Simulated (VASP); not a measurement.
Set up this calculation in VASP 6.6.1, as the native input.

```yaml
Task: single point
Functional: LDA
Potentials_or_basis: VASP PAW LDA potentials, release 64 (B, P)
Cutoff: 500 eV
k_mesh: 10 × 10 × 10
Occupations: gaussian, width 0.02 eV
Spin: no spin polarisation
Dipole_correction: no
Further_INCAR_settings: ALGO = Normal; EDIFF = 1e-06; NBANDS = 11
```

The structure of BP (lda) lies in POSCAR:

```
BP
1.0
    0.0000000000      2.2674684859      2.2674684859
    2.2674684859      0.0000000000      2.2674684859
    2.2674684859      2.2674684859      0.0000000000
B P
1 1
Direct
    0.0000000000      0.0000000000      0.0000000000
    0.2500000000      0.2500000000      0.2500000000
```

This cell differs from its parent crystal: volume scaled by 1.03.

One way to write it, as run:

INCAR

```
SYSTEM = BP
PREC = Accurate
ENCUT = 500
EDIFF = 1E-6
ISMEAR = 0
SIGMA = 0.02
LREAL = .FALSE.
LASPH = .TRUE.
NELM = 120
ALGO = Normal
ISIF = 2
LWAVE = .FALSE.
LCHARG = .FALSE.
GGA = CA
NBANDS = 11
GGA_COMPAT = .FALSE.
```

KPOINTS

```
Automatic mesh
0
G
  10 10 10
  0 0 0
```

Potentials or basis: VASP PAW LDA potentials, release 64 (B, P).

Command:

```bash
$ cat potpaw_LDA.64/B/POTCAR potpaw_LDA.64/P/POTCAR > POTCAR
$ mpirun -np 1 vasp_std > vasp.out
```

Results of the run:

- Pressure: -5.0 GPa
- Band gap on the k mesh: 1.19 eV, indirect (least direct gap 3.38 eV)

Wall time 4.6 s on 1 thread of Intel(R) Xeon(R) 6975P-C (Granite Rapids) (shared host), peak memory 0.12 GiB.
